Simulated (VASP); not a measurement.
Crystal: BaMgPF.

```
Ba P Mg F
1.0
     4.33386    0.00000    0.00000
     0.00000    4.33386    0.00000
     0.00000    0.00000    9.57329
Ba P Mg F
2 2 2 2
Direct
  0.50000 0.00000 0.16055
  0.00000 0.50000 0.83945
  0.50000 0.00000 0.65313
  0.00000 0.50000 0.34687
  0.50000 0.50000 0.50000
  0.00000 0.00000 0.50000
  0.50000 0.50000 0.00000
  0.00000 0.00000 0.00000
```

* Program: VASP 6.6.1
* Task: relaxation of cell and atoms
* Functional: PBE
* Dispersion: D3(BJ)
* Potentials or basis: VASP PAW PBE potentials, release 64 (Ba_sv, P, Mg, F)
* Cutoff: 600 eV
* k mesh: 6 × 6 × 4
* Occupations: gaussian, width 0.02 eV
* Spin: no spin polarisation

At the start: pressure -1.3 GPa; volume 22.48 Å³/atom.

Task: Where does the relaxation end?

Result: Over 9 steps the energy falls by 3.2 meV/atom and the volume is 21.87 Å³/atom (-2.7 %); space group P4/nmm (No. 129, to 0.1 Å) before and after.

Step by step:
```csv
step,energy change (eV),largest force (eV/Å),pressure (GPa),volume (Å³)
1,0.0000,0.1602,-1.29,179.81
2,-0.0202,0.2205,0.15,175.13
3,-0.0203,0.2183,0.11,175.28
4,-0.0241,0.1101,0.06,175.06
5,-0.0254,0.0067,0.02,174.85
6,-0.0254,0.0065,0.01,174.84
7,-0.0254,0.0076,0.01,174.84
8,-0.0254,0.0061,0.00,174.88
9,-0.0254,0.0039,-0.02,174.95
```

Final structure:
```xyz
8
Lattice="4.2955 0.0000 0.0000 0.0000 4.2955 0.0000 0.0000 0.0000 9.4814" Properties=species:S:1:pos:R:3 pbc="T T T"
Ba    2.1478    0.0000    1.5531
Ba    4.2955    2.1478    7.9283
P     2.1478    0.0000    6.1923
P     0.0000    2.1478    3.2891
Mg    2.1478    2.1478    4.7407
Mg    0.0000    0.0000    4.7407
F     2.1478    2.1478    9.4814
F     0.0000    4.2955    0.0000
```
